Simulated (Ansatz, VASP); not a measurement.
## One calculation of InTe4, two programs

```
In Te
1.0
    -3.52306    3.52306    3.52306
     3.52306   -3.52306    3.52306
     3.52306    3.52306   -3.52306
In Te
1 4
Direct
  0.00000 0.00000 0.00000
  0.50000 0.50000 0.50000
  0.50000 0.00000 0.00000
  0.00000 0.00000 0.50000
  0.00000 0.50000 0.00000
```

Change from the starting cell: species swapped into the Hg4Pt type (Im-3m, No. 229).

Alike in both runs: functional PBE; k mesh 4 × 4 × 4; occupations gaussian, width 0.1 eV; no spin polarisation.

Ansatz relaxed the structure, and its values are those at the end. VASP's run is a single point on that final structure, the one shown.

```csv
,VASP,Ansatz
version,VASP 6.6.1,Ansatz 0.2.0
potentials or method,"VASP PAW PBE potentials, release 64 (In_d, Te), cutoff 520 eV","scalar-relativistic, plane waves, PAW"
valence electrons in the cell,37,77
```

|  | VASP | Ansatz | Ansatz less VASP |
| --- | --- | --- | --- |
| gap on the k mesh at the Fermi level (eV) | none | none | - |
| pressure (GPa) | -0.3 | -0.3 | +0.03 |

A gap of «none» marks a metal or a gap that the smearing closes. VASP's potentials hold 37 valence electrons a cell and Ansatz's 77, so a difference there can come from the potentials and not from the codes.

Neither program's run includes spin-orbit coupling.
